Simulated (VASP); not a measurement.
# As in VASP: notebook

Runs on As. Level: PBE. Tasks: single point.

Program: VASP 6.6.1. These are calculated values, not measurements. Logs are shortened: lines on timing, memory, paths and dates and some standing lists are left out, and cuts for length are marked.

### Step 1. The cell of the first run

The cell holds a slab with vacuum, 2 atoms: a = 3.439 Å, b = 3.439 Å, c = 28.000 Å, α = 90.00°, β = 90.00°, γ = 120.00°.

### Step 2. Single point, PBE

File INCAR:

```
SYSTEM = As
ALGO     = Normal         ! electronic algorithm
DIPOL    = 0.5 0.5 0.500
EDIFF    = 1E-6           ! SCF threshold, eV
ENCUT    = 400            ! plane-wave cutoff, eV
GGA      = PE             ! functional
GGA_COMPAT= .FALSE.      
IDIPOL   = 3            
ISIF     = 2              ! what is computed and relaxed
ISMEAR   = 0              ! smearing method
LASPH    = .TRUE.         ! aspherical terms in the spheres
LCHARG   = .TRUE.         ! write CHGCAR
LDIPOL   = .TRUE.       
LELF     = .TRUE.         ! ELF
LREAL    = .FALSE.        ! projectors in reciprocal space
LVACPOTAV= .TRUE.       
LVHAR    = .TRUE.       
LWAVE    = .FALSE.        ! write WAVECAR
NBANDS   = 22             ! bands
NELM     = 120            ! most SCF steps
NELMDL   = -8           
PREC     = Accurate       ! precision mode
SIGMA    = 0.02           ! smearing width, eV
```

File KPOINTS:

```
k-points
0
G
  9 9 1
  0 0 0
```

File POSCAR:

```
As
1.0
    3.4390000000      0.0000000000      0.0000000000
   -1.7195000000      2.9782613636      0.0000000000
    0.0000000000      0.0000000000     28.0000000000
As
2
Direct
    0.3333333333      0.6666666667      0.5266071429
    0.6666666667      0.3333333333      0.4733928571
```

Potentials or basis: VASP PAW PBE potentials, release 64 (As_d).

On the command line:

```
cat potpaw_PBE.64/As_d/POTCAR > POTCAR
mpirun -np 1 vasp_std > vasp.out
```

OUTCAR:

```text
SYSTEM = As
   EDIFF = 1E-6
   ENCUT = 400
   GGA = PE
   ISIF = 2
   ISMEAR = 0
   LASPH = .TRUE.
   LREAL = .FALSE.
   NELM = 120
   NELMDL = -8
   PREC = Accurate

 ion  position               nearest neighbor table
   1  0.333  0.667  0.527-   2 2.48   2 2.48   2 2.48
   2  0.667  0.333  0.473-   1 2.48   1 2.48   1 2.48

  LATTYP: Found a hexagonal cell.
 ALAT       =     3.4390000000
 C/A-ratio  =     8.1419017156

  Lattice vectors:

 A1 = (   3.4390000000,   0.0000000000,   0.0000000000)
 A2 = (  -1.7195000000,   2.9782613636,   0.0000000000)
 A3 = (   0.0000000000,   0.0000000000,  28.0000000000)

Analysis of symmetry for initial positions (statically):
=====================================================================
 Subroutine PRICEL returns:
 Original cell was already a primitive cell.

 Routine SETGRP: Setting up the symmetry group for a
 hexagonal supercell.

 Subroutine GETGRP returns: Found 12 space group operations
 (whereof 12 operations were pure point group operations)
 out of a pool of 24 trial point group operations.

The static configuration has the point symmetry D_3d.

Analysis of symmetry for dynamics (positions and initial velocities):
=====================================================================
 Subroutine PRICEL returns:
 Original cell was already a primitive cell.

 Routine SETGRP: Setting up the symmetry group for a
 hexagonal supercell.

 Subroutine GETGRP returns: Found 12 space group operations
 (whereof 12 operations were pure point group operations)
 out of a pool of 24 trial point group operations.

The dynamic configuration has the point symmetry D_3d.

 Subroutine INISYM returns: Found 12 space group operations
 (whereof 12 operations are pure point group operations),
 and found     1 'primitive' translations

----------------------------------------------------------------------------------------

                                     Primitive cell

  volume of cell :     286.7827

  direct lattice vectors                    reciprocal lattice vectors
     3.439000000  0.000000000  0.000000000     0.290782204  0.167883184  0.000000000
    -1.719500000  2.978261364  0.000000000     0.000000000  0.335766368  0.000000000
     0.000000000  0.000000000 28.000000000     0.000000000  0.000000000  0.035714286

  length of vectors
     3.439000000  3.439000000 28.000000000     0.335766368  0.335766368  0.035714286

  position of ions in fractional coordinates (direct lattice)
     0.333333333  0.666666667  0.526607143
     0.666666667  0.333333333  0.473392857

  ion indices of the primitive-cell ions
   primitive index   ion index
                 1           1
                 2           2

----------------------------------------------------------------------------------------

 KPOINTS: k-points

Automatic generation of k-mesh.
 Grid dimensions read from file:
 generate k-points for:    9    9    1

 Generating k-lattice:

  Cartesian coordinates                     Fractional coordinates (reciprocal lattice)
     0.032309134  0.018653687  0.000000000     0.111111111  0.000000000  0.000000000
     0.000000000  0.037307374  0.000000000     0.000000000  0.111111111  0.000000000
     0.000000000  0.000000000  0.035714286     0.000000000  0.000000000  1.000000000

  Length of vectors
     0.037307374  0.037307374  0.035714286

  Shift w.r.t. Gamma in fractional coordinates (k-lattice)
     0.000000000  0.000000000  0.000000000

 Subroutine IBZKPT returns following result:
 ===========================================

 Found     12 irreducible k-points:

 Following reciprocal coordinates:
            Coordinates               Weight
  0.000000  0.000000  0.000000      1.000000
  0.111111  0.000000  0.000000      6.000000
  0.222222 -0.000000  0.000000      6.000000
  0.333333 -0.000000  0.000000      6.000000
  0.444444 -0.000000  0.000000      6.000000
  0.111111  0.111111  0.000000      6.000000
  0.222222  0.111111  0.000000     12.000000
  0.333333  0.111111  0.000000     12.000000
  0.444444  0.111111  0.000000      6.000000
  0.222222  0.222222  0.000000      6.000000
  0.333333  0.222222  0.000000     12.000000
  0.333333  0.333333  0.000000      2.000000
   k-points           NKPTS =     12   k-points in BZ     NKDIM =     12   number of bands    NBANDS=     22
   number of dos      NEDOS =    301   number of ions     NIONS =      2
   total plane-waves  NPLWV = 110592
   dimension x,y,z NGX =    24 NGY =   24 NGZ =  192
   dimension x,y,z NGXF=    48 NGYF=   48 NGZF=  384
   ions per type =               2
   NGX,Y,Z   is equivalent  to a cutoff of  11.60, 11.60, 11.40 a.u.
   NGXF,Y,Z  is equivalent  to a cutoff of  23.20, 23.20, 22.80 a.u.
 SYSTEM =  As
   PREC   = accura    normal or accurate (medium, high low for compatibility)
   ISTART =      0    job   : 0-new  1-cont  2-samecut
   ICHARG =      2    charge: 1-file 2-atom 10-const
   ISPIN  =      1    spin polarized calculation?
   LNONCOLLINEAR =      F non collinear calculations
   LSORBIT =      F    spin-orbit coupling
   LASPH  =      T    aspherical Exc in radial PAW
   ENCUT  =  400.0 eV  29.40 Ry    5.42 a.u.   5.61  5.61 45.66*2*pi/ulx,y,z
   NELM   =    120;   NELMIN=  2; NELMDL= -8     # of ELM steps
   EDIFF  = 0.1E-05   stopping-criterion for ELM
   LREAL  =      F    real-space projection
   EDIFFG = 0.1E-04   stopping-criterion for IOM
   NSW    =      0    number of steps for IOM
   IBRION =     -1    ionic relax: 0-MD 1-quasi-New 2-CG
   NFREE  =      0    steps in history (QN), initial steepest desc. (CG)
   ISIF   =      2    stress and relaxation
   ISYM   =      2    0-nonsym 1-usesym 2-fastsym
   POTIM  = 0.5000    time-step for ionic-motion
   TEBEG  =    0.0;   TEEND  =   0.0 temperature during run
   PSTRESS=    0.0 pullay stress
   NELECT =      30.0000    total number of electrons
   NUPDOWN=      -1.0000    fix difference up-down
   EMIN   =  10.00;   EMAX   =-10.00  energy-range for DOS
   EFERMI =   0.00;   METHOD = LEGACY
   ISMEAR =     0;   SIGMA  =   0.02  broadening in eV -4-tet -1-fermi 0-gaus
   EFERMI_NEDOS =   21; number of points for ismear=-14 and -15
   IALGO  =     38    algorithm
   IMIX   =      4    mixing-type and parameters
     AMIX     =   0.40;   BMIX     =  1.00
     AMIX_MAG =   1.60;   BMIX_MAG =  1.00
  volume/ion in A,a.u.               =     143.39       967.65
  Fermi-wavevector in a.u.,A,eV,Ry     =   0.771373  1.457683  8.095681  0.595016
  Thomas-Fermi vector in A             =   1.872777
   LORBIT       =      0    0 simple, 1 ext, 2 COOP (PROOUT), +10 PAW based schemes
   GGA     = PE    functional components
   LHFCALC =     F    Hartree Fock is set to
   AEXX    =    0.0000 exact exchange contribution
   IVDW    =     0    specifies the selected vdW correction
   LEPSILON=     F    determine dielectric tensor
   LRPA    =     F    only Hartree local field effects (RPA)
 non-spin polarized calculation
 Gauss-broadening in eV      SIGMA  =   0.02
  energy-cutoff  :      400.00
  volume of cell :      286.78
 maximum number of plane-waves:      5275
 NGX is ok and might be reduce to    24
   NGX = 11   NGY = 11   NGZ = 91

 dipolmoment           0.000000      0.000000     -0.000000 electrons x Angstroem

 number of electron      30.0000011 magnetization

 dipolmoment           0.000000      0.000000      0.000000 electrons x Angstroem

 Free energy of the ion-electron system (eV)
  ---------------------------------------------------
  ext. energy  EPLUGINS =         0.00000000
  ---------------------------------------------------
  free energy    TOTEN  =        -9.23458848 eV

  energy without entropy =       -9.23458848  energy(sigma->0) =       -9.23458848

 E-fermi :  -3.0433     XC(G=0):  -2.0739

 val. band max:       -3.2164878967   @ k =   0.0000   0.0000   0.0000
 cond. band min:      -2.4816448950   @ k =   0.3333   0.3333   0.0000
 fundamental gap:      0.7348430018
 Fermi energy:        -3.0433417115

 k-point     1 :       0.0000    0.0000    0.0000
  band No.  band energies     occupation
      1     -39.0753      2.00000
      2     -39.0753      2.00000
      3     -39.0321      2.00000
      4     -39.0321      2.00000
      5     -38.9978      2.00000
      6     -38.9606      2.00000
[... 14 lines left out ...]
     21       1.3156      0.00000
     22       1.5912      0.00000

 k-point     2 :       0.1111    0.0000    0.0000
  band No.  band energies     occupation
      1     -39.0745      2.00000
      2     -39.0715      2.00000
      3     -39.0317      2.00000
      4     -39.0293      2.00000
      5     -38.9961      2.00000
      6     -38.9624      2.00000
[... 14 lines left out ...]
     21       1.5281      0.00000
     22       1.8407      0.00000

 k-point     3 :       0.2222   -0.0000    0.0000
  band No.  band energies     occupation
      1     -39.0726      2.00000
      2     -39.0610      2.00000
      3     -39.0304      2.00000
      4     -39.0214      2.00000
      5     -38.9914      2.00000
      6     -38.9676      2.00000
[... 14 lines left out ...]
     21       2.1598      0.00000
     22       2.4013      0.00000

 k-point     4 :       0.3333   -0.0000    0.0000
  band No.  band energies     occupation
      1     -39.0703      2.00000
      2     -39.0480      2.00000
      3     -39.0259      2.00000
      4     -39.0103      2.00000
      5     -38.9856      2.00000
      6     -38.9756      2.00000
[... 14 lines left out ...]
     21       3.1079      0.00000
     22       3.3972      0.00000

 k-point     5 :       0.4444   -0.0000    0.0000
  band No.  band energies     occupation
      1     -39.0687      2.00000
      2     -39.0418      2.00000
      3     -39.0119      2.00000
      4     -38.9979      2.00000
      5     -38.9903      2.00000
      6     -38.9859      2.00000
[... 14 lines left out ...]
     21       4.3147      0.00000
     22       4.6597      0.00000

 k-point     6 :       0.1111    0.1111    0.0000
  band No.  band energies     occupation
      1     -39.0733      2.00000
      2     -39.0642      2.00000
      3     -39.0306      2.00000
      4     -39.0244      2.00000
      5     -38.9928      2.00000
      6     -38.9664      2.00000
[... 14 lines left out ...]
     21       1.9384      0.00000
     22       2.2726      0.00000

 k-point     7 :       0.2222    0.1111    0.0000
  band No.  band energies     occupation
      1     -39.0712      2.00000
      2     -39.0514      2.00000
      3     -39.0281      2.00000
      4     -39.0157      2.00000
      5     -38.9867      2.00000
      6     -38.9740      2.00000
[... 14 lines left out ...]
     21       2.7611      0.00000
     22       3.0102      0.00000

 k-point     8 :       0.3333    0.1111    0.0000
  band No.  band energies     occupation
      1     -39.0695      2.00000
      2     -39.0402      2.00000
      3     -39.0200      2.00000
      4     -39.0041      2.00000
      5     -38.9864      2.00000
      6     -38.9811      2.00000
[... 14 lines left out ...]
     21       3.8047      0.00000
     22       4.1007      0.00000

 k-point     9 :       0.4444    0.1111    0.0000
  band No.  band energies     occupation
      1     -39.0687      2.00000
      2     -39.0376      2.00000
      3     -39.0057      2.00000
      4     -39.0000      2.00000
      5     -38.9924      2.00000
      6     -38.9873      2.00000
[... 14 lines left out ...]
     21       4.7167      0.00000
     22       5.1520      0.00000

 k-point    10 :       0.2222    0.2222    0.0000
  band No.  band energies     occupation
      1     -39.0699      2.00000
      2     -39.0374      2.00000
      3     -39.0245      2.00000
      4     -39.0071      2.00000
      5     -38.9851      2.00000
      6     -38.9804      2.00000
[... 14 lines left out ...]
     21       3.7735      0.00000
     22       4.0552      0.00000

 k-point    11 :       0.3333    0.2222    0.0000
  band No.  band energies     occupation
      1     -39.0690      2.00000
      2     -39.0285      2.00000
      3     -39.0151      2.00000
      4     -38.9995      2.00000
      5     -38.9942      2.00000
      6     -38.9795      2.00000
[... 14 lines left out ...]
     21       4.6420      0.00000
     22       5.1458      0.00000

 k-point    12 :       0.3333    0.3333    0.0000
  band No.  band energies     occupation
      1     -39.0689      2.00000
      2     -39.0148      2.00000
      3     -39.0148      2.00000
      4     -39.0125      2.00000
      5     -38.9802      2.00000
      6     -38.9802      2.00000
[... 14 lines left out ...]
     21       5.5889      0.00000
     22       6.0822      0.00000

------------------------ aborting loop because EDIFF is reached ----------------------------------------

  FORCE on cell =-STRESS in cart. coord.  units (eV):
  Direction    XX          YY          ZZ          XY          YZ          ZX
  --------------------------------------------------------------------------------------
  -------------------------------------------------------------------------------------
  Total        1.8633587      1.8633587     -1.1204141      0.0000000      0.0000000      0.0000000
  in kB       10.4100790     10.4100790     -6.2594492      0.0000000      0.0000000      0.0000000
  external PRESSURE =       4.8535696 kB  Pullay stress =       0.0000000 kB

 VOLUME and BASIS-vectors are now :
 -----------------------------------------------------------------------------
  energy-cutoff  :      400.00
  volume of cell :      286.78
      direct lattice vectors                 reciprocal lattice vectors
     3.439000000  0.000000000  0.000000000     0.290782204  0.167883184  0.000000000
    -1.719500000  2.978261364  0.000000000     0.000000000  0.335766368  0.000000000
     0.000000000  0.000000000 28.000000000     0.000000000  0.000000000  0.035714286

 POSITION                                       TOTAL-FORCE (eV/Angst)
 -----------------------------------------------------------------------------------
     -0.00000      1.98551     14.74500         0.000000     -0.000000     -0.701456
      1.71950      0.99275     13.25500        -0.000000      0.000000      0.701456
 -----------------------------------------------------------------------------------
    total drift:                                0.000000     -0.000000      0.000000

  FREE ENERGIE OF THE ION-ELECTRON SYSTEM (eV)
  ---------------------------------------------------
  free  energy   TOTEN  =        -9.2345884833 eV

  energy  without entropy=       -9.2345884833  energy(sigma->0) =       -9.23458848

 vacuum level on the upper side and lower side of the slab         1.190         1.190
```

Run time: 39 s. Hardware: 1 thread of Intel Xeon Platinum 8559C (Emerald Rapids), shared host; peak memory 0.31 GiB.

Results:

```
Free energy            : -9.2346 eV
Largest force          : 0.701 eV/Å
Band gap on the k mesh : 0.73 eV (least direct gap 2.18 eV)
```

Forces in eV/Å, atoms in the order of the input:
```
As   0.000  0.000 -0.701
As   0.000  0.000  0.701
```

Levels at points of the mesh, in eV from the valence-band top:
```
           k point  band 12  band 13  band 14  band 15  band 16  band 17  band 18  band 19
(0.00, 0.00, 0.00)    -8.45    -1.96     0.00     0.00     2.18     3.30     3.30     4.00
```

Caveat: semilocal functionals underestimate gaps, and a narrow one can read as zero.

### Step 3. Single point, PBE

This run uses another cell than the first one.

File INCAR:

```
SYSTEM = As
PREC = Accurate
ENCUT = 400
EDIFF = 1E-6
ISMEAR = 0
SIGMA = 0.02
LREAL = .FALSE.
LASPH = .TRUE.
NELM = 120
ALGO = Normal
ISIF = 2
LWAVE = .FALSE.
LCHARG = .FALSE.
LDIPOL = .TRUE.
IDIPOL = 3
DIPOL = 0.5 0.5 0.500
GGA = PE
NBANDS = 22
GGA_COMPAT = .FALSE.
NELMDL = -8
```

File KPOINTS:

```
regular mesh
0
G
  9 9 1
  0 0 0
```

File POSCAR:

```
As
1.0
    3.6700000000      0.0000000000      0.0000000000
   -1.8350000000      3.1783132319      0.0000000000
    0.0000000000      0.0000000000     28.0000000000
As
2
Direct
    0.3333333333      0.6666666667      0.5212857143
    0.6666666667      0.3333333333      0.4787142857
```

Potentials or basis: VASP PAW PBE potentials, release 64 (As_d).

On the command line:

```
cat potpaw_PBE.64/As_d/POTCAR > POTCAR
mpirun -np 1 vasp_std > vasp.out
```

OUTCAR:

```text
SYSTEM = As
   PREC = Accurate
   ENCUT = 400
   EDIFF = 1E-6
   ISMEAR = 0
   LREAL = .FALSE.
   LASPH = .TRUE.
   NELM = 120
   ISIF = 2
   GGA = PE
   NELMDL = -8

 ion  position               nearest neighbor table
   1  0.333  0.667  0.521-   2 2.43   2 2.43   2 2.43
   2  0.667  0.333  0.479-   1 2.43   1 2.43   1 2.43

  LATTYP: Found a hexagonal cell.
 ALAT       =     3.6700000000
 C/A-ratio  =     7.6294277929

  Lattice vectors:

[... 479 lines left out ...]
 vacuum level on the upper side and lower side of the slab       (xc-potential included)        -0.005        -0.005

  FORCE on cell =-STRESS in cart. coord.  units (eV):
  Direction    XX          YY          ZZ          XY          YZ          ZX
  --------------------------------------------------------------------------------------
  -------------------------------------------------------------------------------------
  Total        0.6016896      0.6016896      2.7429976      0.0000000      0.0000000     -0.0000000
  in kB        2.9516328      2.9516328     13.4559764      0.0000000      0.0000000     -0.0000000
  external PRESSURE =       6.4530806 kB  Pullay stress =       0.0000000 kB

 VOLUME and BASIS-vectors are now :
 -----------------------------------------------------------------------------
  energy-cutoff  :      400.00
  volume of cell :      326.60
      direct lattice vectors                 reciprocal lattice vectors
     3.670000000  0.000000000  0.000000000     0.272479564  0.157316150  0.000000000
    -1.835000000  3.178313232  0.000000000     0.000000000  0.314632299  0.000000000
     0.000000000  0.000000000 28.000000000     0.000000000  0.000000000  0.035714286

 POSITION                                       TOTAL-FORCE (eV/Angst)
 -----------------------------------------------------------------------------------
     -0.00000      2.11888     14.59600         0.000000     -0.000000      2.358544
      1.83500      1.05944     13.40400        -0.000000      0.000000     -2.358544
 -----------------------------------------------------------------------------------
    total drift:                               -0.000000      0.000000      0.000000

  FREE ENERGIE OF THE ION-ELECTRON SYSTEM (eV)
  ---------------------------------------------------
  free  energy   TOTEN  =        -9.1304594684 eV

  energy  without entropy=       -9.1304594684  energy(sigma->0) =       -9.13045947

 vacuum level on the upper side and lower side of the slab         1.116         1.116
```

It took 40 s on 1 thread of Intel Xeon 6975P-C (Granite Rapids), shared host; peak memory 0.31 GiB.

Results:

| Property | Result |
| --- | --- |
| Free energy | -9.1305 eV |
| Largest force | 2.359 eV/Å |
| Band gap on the k mesh | 0.73 eV (least direct gap 0.79 eV) |

Forces in eV/Å, atoms in the order of the input:
```
As   0.000  0.000  2.359
As   0.000  0.000 -2.359
```

Levels at points of the mesh, in eV from the valence-band top:
| k point | band 12 | band 13 | band 14 | band 15 | band 16 | band 17 | band 18 | band 19 |
| --- | --- | --- | --- | --- | --- | --- | --- | --- |
| (0.00, 0.00, 0.00) | -6.80 | -1.16 | -1.16 | -0.06 | 0.73 | 2.93 | 2.93 | 4.82 |

Caveat: semilocal functionals underestimate gaps, and a narrow one can read as zero.
